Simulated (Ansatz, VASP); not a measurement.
**Two plane-wave programs on SiO2**

```xyz
6
Lattice="4.3195 0.0000 0.0000 0.0000 4.3195 0.0000 0.0000 0.0000 4.3195" Properties=species:S:1:pos:R:3 pbc="T T T"
Si    0.0000    0.0000    0.0000
Si    2.1597    2.1597    2.1597
O     1.0799    1.0799    1.0799
O     1.0799    3.2396    3.2396
O     3.2396    3.2396    1.0799
O     3.2396    1.0799    3.2396
```

Alike in both runs: task relaxation of cell and atoms; functional PBE; k mesh 4 × 4 × 4; occupations gaussian, width 0.1 eV; no spin polarisation.

```csv
,VASP,Ansatz
version,VASP 6.6.1,Ansatz 0.2.0
potentials or method,"VASP PAW PBE potentials, release 64 (Si, O), cutoff 600 eV","scalar-relativistic, plane waves, PAW"
valence electrons in the cell,32,32
```

|  | VASP | Ansatz | Ansatz less VASP |
| --- | --- | --- | --- |
| gap on the k mesh at the Fermi level, each at its own relaxed structure (eV) | 4.52 | 4.52 | -0.003 |
| relaxed volume (Å³/atom) | 9.20 | 9.20 | -0.001 |
| relaxed length of the cell vector where the two differ most in proportion (Å) | 3.808 | 3.808 | -0.0001 |

Noted on VASP's run: the volume moved by over 15 % at a fixed basis, so the end points are rough.
